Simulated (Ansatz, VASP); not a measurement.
CO in VASP and in Ansatz

```
CELL_PARAMETERS angstrom
5.39519 0.00000 0.00000
-2.69759 4.67237 0.00000
0.00000 0.00000 24.67173
ATOMIC_POSITIONS crystal
C 0.67223 0.83619 0.66214
O 0.67651 0.83842 0.70912
```

Alike in both runs: task single point; functional PBE; dispersion D3(BJ); k mesh 4 × 4 × 1; occupations gaussian, width 0.1 eV; no spin polarisation.

|  | VASP | Ansatz |
| --- | --- | --- |
| version | VASP 6.6.1 | Ansatz 0.2.0 |
| potentials or method | VASP PAW PBE potentials, release 64 (C, O), cutoff 520 eV | scalar-relativistic, plane waves, PAW |
| valence electrons in the cell | 10 | 10 |

|  | VASP | Ansatz | Ansatz less VASP |
| --- | --- | --- | --- |
| gap on the k mesh at the Fermi level (eV) | 6.62 | 6.63 | +0.003 |
| rms of the force components (eV/Å) | 0.982 | 1.438 | +0.4558 |

Atom by atom the forces differ by 0.456 eV/Å (rms over components).

Noted on VASP's run: the standard files for N, O and F lose accuracy on very short bonds.
